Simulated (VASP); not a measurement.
Set up this calculation in VASP 6.6.1, as the native input.

```yaml
Task: single point
Functional: r2SCAN
Potentials_or_basis: VASP PAW PBE potentials, release 64 (Sc_sv)
Cutoff: 550 eV
k_mesh: 9 × 9 × 9
Occupations: gaussian, width 0.1 eV
Spin: no spin polarisation
Dipole_correction: no
Further_INCAR_settings: ALGO = Normal; EDIFF = 1e-06; NBANDS = 12
```

Crystal: Sc.

```
Sc
1.0
    -1.75664    1.75664    1.75664
     1.75664   -1.75664    1.75664
     1.75664    1.75664   -1.75664
Sc
1
Direct
  0.00000 0.00000 0.00000
```

This isn't the form of Sc at room conditions, which is hcp.

These files were run (other wordings do the same):

POSCAR

```
Sc
1.0
   -1.7566397485      1.7566397485      1.7566397485
    1.7566397485     -1.7566397485      1.7566397485
    1.7566397485      1.7566397485     -1.7566397485
Sc
1
Direct
    0.0000000000      0.0000000000      0.0000000000
```

INCAR.step1

```
SYSTEM = Sc
  PREC = Accurate
  ENCUT = 550
  ISMEAR = 0
  SIGMA = 0.1
  LREAL = .False.
  LASPH = .True.
  NELM = 120
  NBANDS = 12
  GGA = PE
  ALGO = Normal
  EDIFF = 1E-5
  LWAVE = .True.
  LCHARG = .False.
  GGA_COMPAT = .False.
```

INCAR.step2

```
SYSTEM = Sc
  PREC = Accurate
  ENCUT = 550
  EDIFF = 1E-6
  ISMEAR = 0
  SIGMA = 0.1
  LREAL = .False.
  LASPH = .True.
  NELM = 120
  ALGO = Normal
  ISIF = 2
  LWAVE = .False.
  LCHARG = .True.
  METAGGA = R2SCAN
  LMIXTAU = .True.
  LELF = .True.
  LVHAR = .True.
  NBANDS = 12
  ISTART = 1
  GGA_COMPAT = .False.
```

KPOINTS

```
Automatic mesh
0
Gamma
  9 9 9
  0 0 0
```

Potentials or basis: VASP PAW PBE potentials, release 64 (Sc_sv).

Command:

```bash
$ cat potpaw_PBE.64/Sc_sv/POTCAR > POTCAR
$ cp INCAR.step1 INCAR
$ mpirun -np 1 vasp_std > vasp.out
$ cp INCAR.step2 INCAR
$ mpirun -np 1 vasp_std > vasp.out
```

It gave:

```yaml
Pressure: 10.3 GPa
Band_gap_on_the_k_mesh: zero (an odd number of electrons rules out a gap without spin polarisation)
```

Caveat: the cell stands under pressure; the PAW data sets were made with another functional, which shifts forces and pressure a little.

It took 21 s on 1 thread of Intel(R) Xeon(R) Platinum 8259CL CPU @ 2.50GHz (Skylake/Cascade Lake), on a shared host, peak memory 0.14 GiB.
